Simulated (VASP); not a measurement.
# Si3Ru in VASP: further runs

Runs on Si3Ru. Level: PBE. Tasks: single point, relaxation of cell and atoms.

Everything below comes from runs of VASP 6.6.1. Logs are shortened: lines on timing, memory, paths and dates and some standing lists are left out, and cuts for length are marked.

**1. The cell of the first run**

It takes space group P4/mmm (No. 123, tetragonal). Conventional cell: a = 2.859 Å, b = 2.859 Å, c = 6.849 Å, α = 90.00°, β = 90.00°, γ = 90.00°. Si (site symmetry 4mm) has 4 Ru at 2.52 Å and 9 Si at 2.78 to 3.02 Å within 3.3 Å. Si (site symmetry 4/mmm) has 12 Si at 2.78 to 2.86 Å and 2 Ru at 3.42 Å within 3.7 Å. Within 3.3 Å of Ru (site symmetry 4/mmm) lie 8 Si at 2.52 Å and 4 Ru at 2.86 Å.

**2. Single point, PBE**

The input, INCAR:

```
PREC = Accurate
ENCUT = 520
EDIFF = 1E-6
ISMEAR = 0
SIGMA = 0.1
LREAL = False
LASPH = True
NELM = 80
ALGO = Normal
ISIF = 2
LWAVE = False
LCHARG = False
GGA = PE
NBANDS = 21
```

The input, KPOINTS:

```
Automatic mesh
0
Gamma
  6 6 4
```

The input, POSCAR:

```
Si3Ru
1.0
    2.8591701713      0.0000000000      0.0000000000
    0.0000000000      2.8591701713      0.0000000000
    0.0000000000      0.0000000000      6.8490297209
Si Ru
3 1
Direct
    0.5000000000      0.5000000000      0.7794462784
    0.0000000000      0.0000000000      0.5000000000
    0.5000000000      0.5000000000      0.2205537216
    0.0000000000      0.0000000000      0.0000000000
```

Potentials or basis: VASP PAW PBE potentials, release 64 (Si, Ru_pv).

Command:

```console
$ cat potpaw_PBE.64/Si/POTCAR potpaw_PBE.64/Ru_pv/POTCAR > POTCAR
$ mpirun -np 1 vasp_std > vasp.out
```

OUTCAR:

```text
PREC = Accurate
   ENCUT = 520
   EDIFF = 1E-6
   ISMEAR = 0
   LREAL = False
   LASPH = True
   NELM = 80
   ISIF = 2
   GGA = PE

 ion  position               nearest neighbor table
   1  0.500  0.500  0.779-   4 2.52   4 2.52   4 2.52   4 2.52   2 2.78   2 2.78   2 2.78   2 2.78
                             3 3.02
   2  0.000  0.000  0.500-   1 2.78   3 2.78   1 2.78   3 2.78   1 2.78   3 2.78   1 2.78   3 2.78

   3  0.500  0.500  0.221-   4 2.52   4 2.52   4 2.52   4 2.52   2 2.78   2 2.78   2 2.78   2 2.78
                             1 3.02
   4  0.000  0.000  0.000-   1 2.52   3 2.52   1 2.52   3 2.52   1 2.52   3 2.52   1 2.52   3 2.52

  LATTYP: Found a simple tetragonal cell.
 ALAT       =     2.8591701713
 C/A-ratio  =     2.3954606793

  Lattice vectors:

 A1 = (   2.8591701713,   0.0000000000,   0.0000000000)
 A2 = (   0.0000000000,   2.8591701713,   0.0000000000)
 A3 = (   0.0000000000,   0.0000000000,   6.8490297209)

Analysis of symmetry for initial positions (statically):
=====================================================================
 Subroutine PRICEL returns:
 Original cell was already a primitive cell.

 Routine SETGRP: Setting up the symmetry group for a
 simple tetragonal supercell.

 Subroutine GETGRP returns: Found 16 space group operations
 (whereof 16 operations were pure point group operations)
 out of a pool of 16 trial point group operations.

The static configuration has the point symmetry D_4h.

Analysis of symmetry for dynamics (positions and initial velocities):
=====================================================================
 Subroutine PRICEL returns:
 Original cell was already a primitive cell.

 Routine SETGRP: Setting up the symmetry group for a
 simple tetragonal supercell.

 Subroutine GETGRP returns: Found 16 space group operations
 (whereof 16 operations were pure point group operations)
 out of a pool of 16 trial point group operations.

The dynamic configuration has the point symmetry D_4h.

 Subroutine INISYM returns: Found 16 space group operations
 (whereof 16 operations are pure point group operations),
 and found     1 'primitive' translations

----------------------------------------------------------------------------------------

                                     Primitive cell

  volume of cell :      55.9898

  direct lattice vectors                    reciprocal lattice vectors
     2.859170171  0.000000000  0.000000000     0.349751830  0.000000000  0.000000000
     0.000000000  2.859170171  0.000000000     0.000000000  0.349751830  0.000000000
     0.000000000  0.000000000  6.849029721     0.000000000  0.000000000  0.146006083

  length of vectors
     2.859170171  2.859170171  6.849029721     0.349751830  0.349751830  0.146006083

  position of ions in fractional coordinates (direct lattice)
     0.500000000  0.500000000  0.779446278
     0.000000000  0.000000000  0.500000000
     0.500000000  0.500000000  0.220553722
     0.000000000  0.000000000  0.000000000

  ion indices of the primitive-cell ions
   primitive index   ion index
                 1           1
                 2           2
                 3           3
                 4           4

----------------------------------------------------------------------------------------

 KPOINTS: Automatic mesh

Automatic generation of k-mesh.
 Grid dimensions read from file:
 generate k-points for:    6    6    4

 Generating k-lattice:

  Cartesian coordinates                     Fractional coordinates (reciprocal lattice)
     0.058291972  0.000000000  0.000000000     0.166666667  0.000000000  0.000000000
     0.000000000  0.058291972  0.000000000     0.000000000  0.166666667  0.000000000
     0.000000000  0.000000000  0.036501521     0.000000000  0.000000000  0.250000000

  Length of vectors
     0.058291972  0.058291972  0.036501521

  Shift w.r.t. Gamma in fractional coordinates (k-lattice)
     0.000000000  0.000000000  0.000000000

 Subroutine IBZKPT returns following result:
 ===========================================

 Found     30 irreducible k-points:

 Following reciprocal coordinates:
            Coordinates               Weight
  0.000000  0.000000  0.000000      1.000000
  0.166667  0.000000  0.000000      4.000000
  0.333333  0.000000  0.000000      4.000000
  0.500000  0.000000  0.000000      2.000000
  0.166667  0.166667  0.000000      4.000000
  0.333333  0.166667  0.000000      8.000000
[... 16 lines left out ...]
  0.333333  0.000000  0.500000      4.000000
  0.500000  0.000000  0.500000      2.000000
 [... further k-points ...]
   k-points           NKPTS =     30   k-points in BZ     NKDIM =     30   number of bands    NBANDS=     21
   number of dos      NEDOS =    301   number of ions     NIONS =      4
   total plane-waves  NPLWV =  31104
   dimension x,y,z NGX =    24 NGY =   24 NGZ =   54
   dimension x,y,z NGXF=    48 NGYF=   48 NGZF=  108
   ions per type =               3   1
   NGX,Y,Z   is equivalent  to a cutoff of  13.95, 13.95, 13.11 a.u.
   NGXF,Y,Z  is equivalent  to a cutoff of  27.91, 27.91, 26.21 a.u.
 SYSTEM =  unknown system
   PREC   = accura    normal or accurate (medium, high low for compatibility)
   ISTART =      0    job   : 0-new  1-cont  2-samecut
   ICHARG =      2    charge: 1-file 2-atom 10-const
   ISPIN  =      1    spin polarized calculation?
   LNONCOLLINEAR =      F non collinear calculations
   LSORBIT =      F    spin-orbit coupling
   LASPH  =      T    aspherical Exc in radial PAW
   ENCUT  =  520.0 eV  38.22 Ry    6.18 a.u.   5.32  5.32 12.73*2*pi/ulx,y,z
   NELM   =     80;   NELMIN=  2; NELMDL= -5     # of ELM steps
   EDIFF  = 0.1E-05   stopping-criterion for ELM
   LREAL  =      F    real-space projection
   EDIFFG = 0.1E-04   stopping-criterion for IOM
   NSW    =      0    number of steps for IOM
   IBRION =     -1    ionic relax: 0-MD 1-quasi-New 2-CG
   NFREE  =      0    steps in history (QN), initial steepest desc. (CG)
   ISIF   =      2    stress and relaxation
   ISYM   =      2    0-nonsym 1-usesym 2-fastsym
   POTIM  = 0.5000    time-step for ionic-motion
   TEBEG  =    0.0;   TEEND  =   0.0 temperature during run
   PSTRESS=    0.0 pullay stress
   NELECT =      26.0000    total number of electrons
   NUPDOWN=      -1.0000    fix difference up-down
   EMIN   =  10.00;   EMAX   =-10.00  energy-range for DOS
   EFERMI =   0.00;   METHOD = LEGACY
   ISMEAR =     0;   SIGMA  =   0.10  broadening in eV -4-tet -1-fermi 0-gaus
   EFERMI_NEDOS =   21; number of points for ismear=-14 and -15
   IALGO  =     38    algorithm
   IMIX   =      4    mixing-type and parameters
     AMIX     =   0.40;   BMIX     =  1.00
     AMIX_MAG =   1.60;   BMIX_MAG =  1.00
  volume/ion in A,a.u.               =      14.00        94.46
  Fermi-wavevector in a.u.,A,eV,Ry     =   1.267738  2.395678 21.866743  1.607160
  Thomas-Fermi vector in A             =   2.400870
   LORBIT       =      0    0 simple, 1 ext, 2 COOP (PROOUT), +10 PAW based schemes
   GGA     = PE    functional components
   LHFCALC =     F    Hartree Fock is set to
   AEXX    =    0.0000 exact exchange contribution
   IVDW    =     0    specifies the selected vdW correction
   LEPSILON=     F    determine dielectric tensor
   LRPA    =     F    only Hartree local field effects (RPA)
 non-spin polarized calculation
 Gauss-broadening in eV      SIGMA  =   0.10
  energy-cutoff  :      520.00
  volume of cell :       55.99
 maximum number of plane-waves:      1536
 NGX is ok and might be reduce to    24
   NGX = 11   NGY = 11   NGZ = 25

 number of electron      26.0000006 magnetization

 Free energy of the ion-electron system (eV)
  ---------------------------------------------------
  ext. energy  EPLUGINS =         0.00000000
  ---------------------------------------------------
  free energy    TOTEN  =       -25.40363645 eV

  energy without entropy =      -25.39210826  energy(sigma->0) =      -25.39787236

 E-fermi :  10.7592     XC(G=0): -11.9408

 val. band max:       10.7514293270   @ k =   0.5000   0.3333   0.0000
 cond. band min:      10.8214369991   @ k =   0.1667   0.0000   0.5000
 fundamental gap:      0.0700076721
 Fermi energy:        10.7592060754

 k-point     1 :       0.0000    0.0000    0.0000
  band No.  band energies     occupation
      1     -31.8945      2.00000
      2     -31.7658      2.00000
      3     -31.7658      2.00000
      4      -2.5196      2.00000
      5       0.3391      2.00000
      6       1.2125      2.00000
[... 13 lines left out ...]
     20      17.5157      0.00000
     21      17.5157      0.00000

 k-point     2 :       0.1667    0.0000    0.0000
  band No.  band energies     occupation
      1     -31.8847      2.00000
      2     -31.8498      2.00000
      3     -31.7584      2.00000
      4      -2.0097      2.00000
      5       0.7031      2.00000
      6       1.7599      2.00000
[... 13 lines left out ...]
     20      18.3591      0.00000
     21      18.5144      0.00000

 k-point     3 :       0.3333    0.0000    0.0000
  band No.  band energies     occupation
      1     -32.0148      2.00000
      2     -31.8650      2.00000
      3     -31.7434      2.00000
      4      -0.5185      2.00000
      5       1.6637      2.00000
      6       3.1916      2.00000
[... 13 lines left out ...]
     20      18.3644      0.00000
     21      19.6406      0.00000

 k-point     4 :       0.5000    0.0000    0.0000
  band No.  band energies     occupation
      1     -32.0960      2.00000
      2     -31.8552      2.00000
      3     -31.7358      2.00000
      4       1.7889      2.00000
      5       1.9044      2.00000
      6       2.4184      2.00000
[... 13 lines left out ...]
     20      18.2072      0.00000
     21      18.9952      0.00000

 k-point     5 :       0.1667    0.1667    0.0000
  band No.  band energies     occupation
      1     -31.8751      2.00000
      2     -31.8444      2.00000
      3     -31.8383      2.00000
      4      -1.5093      2.00000
      5       1.0728      2.00000
      6       2.2620      2.00000
[... 13 lines left out ...]
     20      19.6731      0.00000
     21      21.0834      0.00000

 k-point     6 :       0.3333    0.1667    0.0000
  band No.  band energies     occupation
      1     -32.0048      2.00000
      2     -31.8558      2.00000
      3     -31.8245      2.00000
      4      -0.0481      2.00000
      5       2.0558      2.00000
      6       3.4636      2.00000
[... 13 lines left out ...]
     20      17.5015      0.00000
     21      18.3961      0.00000

 k-point     7 :       0.5000    0.1667    0.0000
  band No.  band energies     occupation
      1     -32.0851      2.00000
      2     -31.8462      2.00000
      3     -31.8162      2.00000
      4       2.0847      2.00000
      5       2.4061      2.00000
      6       2.8516      2.00000
[... 13 lines left out ...]
     20      17.4511      0.00000
     21      18.5693      0.00000
[... 291 lines left out ...]
      1     -32.0523      2.00000
      2     -32.0523      2.00000
      3     -31.8191      2.00000
      4       2.7032      2.00000
      5       4.9899      2.00000
      6       4.9899      2.00000
[... 13 lines left out ...]
     20      16.3966      0.00000
     21      16.8320      0.00000

 k-point    21 :       0.0000    0.0000    0.5000
  band No.  band energies     occupation
      1     -31.8945      2.00000
      2     -31.7658      2.00000
      3     -31.7658      2.00000
      4      -1.9856      2.00000
      5      -1.3195      2.00000
      6       4.0659      2.00000
[... 13 lines left out ...]
     20      18.1805      0.00000
     21      18.8074      0.00000

 k-point    22 :       0.1667    0.0000    0.5000
  band No.  band energies     occupation
      1     -31.8847      2.00000
      2     -31.8498      2.00000
      3     -31.7584      2.00000
      4      -1.5240      2.00000
      5      -0.7835      2.00000
      6       4.4208      2.00000
[... 13 lines left out ...]
     20      17.6218      0.00000
     21      19.2050      0.00000

 k-point    23 :       0.3333    0.0000    0.5000
  band No.  band energies     occupation
      1     -32.0148      2.00000
      2     -31.8650      2.00000
      3     -31.7434      2.00000
      4      -0.1711      2.00000
      5       0.7325      2.00000
      6       3.9695      2.00000
[... 13 lines left out ...]
     20      18.4381      0.00000
     21      19.2490      0.00000

 k-point    24 :       0.5000    0.0000    0.5000
  band No.  band energies     occupation
      1     -32.0960      2.00000
      2     -31.8551      2.00000
      3     -31.7358      2.00000
      4       1.6474      2.00000
      5       2.2828      2.00000
      6       2.6235      2.00000
[... 13 lines left out ...]
     20      19.2641      0.00000
     21      19.5799      0.00000

 [... further k-points ...]
[... 5 lines left out ...]
  --------------------------------------------------------------------------------------
  -------------------------------------------------------------------------------------
  Total        0.0872683      0.0872683     -0.0504217      0.0000000      0.0000000     -0.0000000
  in kB        2.4972270      2.4972270     -1.4428435      0.0000000      0.0000000     -0.0000000
  external PRESSURE =       1.1838702 kB  Pullay stress =       0.0000000 kB

 VOLUME and BASIS-vectors are now :
 -----------------------------------------------------------------------------
  energy-cutoff  :      520.00
  volume of cell :       55.99
      direct lattice vectors                 reciprocal lattice vectors
     2.859170171  0.000000000  0.000000000     0.349751830  0.000000000  0.000000000
     0.000000000  2.859170171  0.000000000     0.000000000  0.349751830  0.000000000
     0.000000000  0.000000000  6.849029721     0.000000000  0.000000000  0.146006083

 POSITION                                       TOTAL-FORCE (eV/Angst)
 -----------------------------------------------------------------------------------
      1.42959      1.42959      5.33845         0.000000      0.000000     -0.022736
      0.00000      0.00000      3.42451        -0.000000      0.000000      0.000000
      1.42959      1.42959      1.51058        -0.000000     -0.000000      0.022736
      0.00000      0.00000      0.00000        -0.000000      0.000000      0.000000
 -----------------------------------------------------------------------------------
    total drift:                                0.000000      0.000000     -0.000000

  FREE ENERGIE OF THE ION-ELECTRON SYSTEM (eV)
  ---------------------------------------------------
  free  energy   TOTEN  =       -25.4036364489 eV

  energy  without entropy=      -25.3921082649  energy(sigma->0) =      -25.39787236
```

Wall time 62 s (1 thread of Intel Xeon Platinum 8488C (Sapphire Rapids), shared host); peak memory 0.19 GiB.

Results:

```yaml
Free_energy: -25.4036 eV
Pressure: 0.1 GPa
Largest_force: 0.023 eV/Å
Band_gap_on_the_k_mesh: zero (band 13 reaches 14.55 eV, above the bottom of band 14 at 9.31 eV)
```

Forces in eV/Å, atoms in the order of the input:
```
Si   0.000  0.000 -0.023
Si   0.000  0.000  0.000
Si   0.000  0.000  0.023
Ru   0.000  0.000  0.000
```

Levels at points of the mesh, in eV from the Fermi level:
```
           k point  band 10  band 11  band 12  band 13  band 14  band 15  band 16  band 17
(0.00, 0.00, 0.00)    -1.82    -1.60    -0.17     2.88     2.88     2.94     5.41     6.36
(0.50, 0.00, 0.00)    -2.51    -2.39    -1.85    -1.10     1.90     3.10     3.32     6.13
(0.50, 0.50, 0.00)    -2.86    -2.70    -0.96    -0.38    -0.38    -0.36     1.31     1.32
(0.00, 0.00, 0.50)    -1.84    -1.41    -0.17     3.79     3.79     4.16     4.16     4.74
(0.50, 0.00, 0.50)    -2.39    -1.91    -1.58    -1.11     0.34     2.73     2.84     6.58
(0.50, 0.50, 0.50)    -3.19    -2.79    -2.59    -2.59    -0.52     1.31     1.60     1.98
```

Caveat: the k points lie up to 0.37 Å⁻¹ apart.

[end of part 1 of 2]
